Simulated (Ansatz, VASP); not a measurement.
SnO2: VASP beside Ansatz

```
Sn O
1.0
    -2.00583    2.00583    5.12351
     2.00583   -2.00583    5.12351
     2.00583    2.00583   -5.12351
Sn O
2 4
Direct
  0.75000 0.25000 0.50000
  0.00000 0.00000 0.00000
  0.79708 0.79708 0.00000
  0.95292 0.45292 0.50000
  0.20292 0.20292 0.00000
  0.54708 0.04708 0.50000
```

Alike in both runs: functional PBEsol; k mesh 8 × 8 × 8; no spin polarisation.

Ansatz relaxed the structure, and its values are those at the end. VASP's run is a single point on that final structure, the one shown.

|  | VASP | Ansatz |
| --- | --- | --- |
| version | VASP 6.6.1 | Ansatz 0.2.0 |
| potentials or method | VASP PAW PBE potentials, release 64 (Sn_d, O), cutoff 520 eV | plane waves, PAW |
| occupations | gaussian, width 0.01 eV | fixed |
| valence electrons in the cell | 52 | 52 |

|  | VASP | Ansatz | Ansatz less VASP |
| --- | --- | --- | --- |
| pressure (GPa) | 0.6 | 0.0 | -0.57 |
| rms of the force components (eV/Å) | 0.013 | 0.000 | -0.0126 |

VASP's potentials were made for PBE, not for PBEsol.
